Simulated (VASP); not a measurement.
Set up this calculation in VASP 6.6.1, as the native input.

| Quantity | Value |
| --- | --- |
| Task | relaxation of cell and atoms |
| Functional | PBE |
| Potentials or basis | VASP PAW PBE potentials, release 64 (Ti_sv, In_d) |
| Cutoff | 600 eV |
| k mesh | 6 × 6 × 4 |
| Occupations | gaussian, width 0.1 eV |
| Spin | no spin polarisation |
| Dipole correction | no |
| Further INCAR settings | ALGO = Fast; EDIFF = 1e-06; IBRION = 2; EDIFFG = -0.04; NSW = 90; ISIF = 3 |

The structure of TiIn4 lies in POSCAR:

```
TiIn4
1.0
    4.9889399230      0.0000000000      0.0000000000
   -2.4944699615      4.3205487113      0.0000000000
    0.0000000000      0.0000000000      6.0697728004
Ti In
1 4
Direct
    0.0000000000      0.0000000000      0.0000000000
    0.3333333333      0.6666666667      0.2506332368
    0.6666666667      0.3333333333      0.2506332368
    0.6666666667      0.3333333333      0.7493667632
    0.3333333333      0.6666666667      0.7493667632
```

The cell was generated, and may not be a known phase.

These files were run (other wordings do the same):

INCAR

```
SYSTEM = TiIn4
PREC = Accurate
ENCUT = 600
EDIFF = 1E-6
ISMEAR = 0
SIGMA = 0.1
LREAL = .FALSE.
LASPH = .TRUE.
NELM = 60
ALGO = Fast
ISIF = 3
LWAVE = .FALSE.
LCHARG = .FALSE.
GGA = PE
IBRION = 2
NSW = 90
EDIFFG = -0.04
```

KPOINTS

```
regular mesh
0
G
  6 6 4
  0 0 0
```

Potentials or basis: VASP PAW PBE potentials, release 64 (Ti_sv, In_d).

The run is started by

```bash
$ cat potpaw_PBE.64/Ti_sv/POTCAR potpaw_PBE.64/In_d/POTCAR > POTCAR
$ mpirun -np 1 vasp_std > vasp.out
```

It gave:

| Quantity | Value |
| --- | --- |
| Relaxed volume | 26.24 Å³/atom |
| Relaxed cell | a = 4.883 Å, b = 4.883 Å, c = 6.354 Å, α = 90.00°, β = 90.00°, γ = 120.00° |
| Space group after relaxing (to 0.1 Å) | P6/mmm (No. 191) |
| Energy gained by relaxing | 17.3 meV/atom |
| Ionic steps | 3 |
| Pressure after relaxing | 0.0 GPa |
| Largest force after relaxing | 0.026 eV/Å |
| Band gap on the k mesh | zero (bands 32 and 33 overlap by 1.00 eV) |

Caveat: spin-orbit coupling is left out, which moves the levels of the heavy elements.

It took 27 min on 1 thread of Intel Xeon 8259CL (shared host), peak memory 0.34 GiB.
